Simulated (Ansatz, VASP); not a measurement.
# Bi: VASP beside Ansatz

INCAR

```
ALGO = Normal ; EDIFF = 1E-6
ENCUT = 520 ; GGA = PS
ISIF = 2 ; ISMEAR = 0
LASPH = True ; LCHARG = False
LREAL = False ; LWAVE = False
NBANDS = 14 ; NELM = 80
PREC = Accurate ; SIGMA = 0.1
```

KPOINTS

```
k-points
0
Gamma
  10 10 10
```

File POSCAR:

```
Bi
1.0
   -1.9455600883      1.9455600883      1.9455600883
    1.9455600883     -1.9455600883      1.9455600883
    1.9455600883      1.9455600883     -1.9455600883
Bi
1
Direct
    0.0000000000      0.0000000000      0.0000000000
```

Input for Ansatz:

```yaml
crystal:
  lattice:
    - [-1.9455600883376547, 1.9455600883376547, 1.9455600883376547]
    - [1.9455600883376547, -1.9455600883376547, 1.9455600883376547]
    - [1.9455600883376547, 1.9455600883376547, -1.9455600883376547]
  atoms:
    - { symbol: Bi, position: [0.0, 0.0, 0.0] }
basis:
  ecutwfc: 500.0
kpoints:
  mp_grid:
    grid: [10, 10, 10]
hamiltonian:
  xc: pbesol
scf:
  occupations:
    method: gaussian
    width: 0.1
  eigensolver:
    kind: davidson
  initial_density:
    normalization: atom
output:
  stress: true
```

Alike in both runs: task single point; functional PBEsol; k mesh 10 × 10 × 10; occupations gaussian, width 0.1 eV; no spin polarisation.

|  | VASP | Ansatz |
| --- | --- | --- |
| version | VASP 6.6.1 | Ansatz 0.2.0 |
| potentials or method | VASP PAW PBE potentials, release 64 (Bi_d), cutoff 520 eV | plane waves, PAW |
| valence electrons in the cell | 15 | 15 |

|  | VASP | Ansatz | Ansatz less VASP |
| --- | --- | --- | --- |
| pressure (GPa) | 1.4 | 1.4 | +0.08 |

VASP's potentials were made for PBE, not for PBEsol. The functional is the same, so the differences come from potentials, cutoffs and numerics.

Spin-orbit coupling is off throughout.
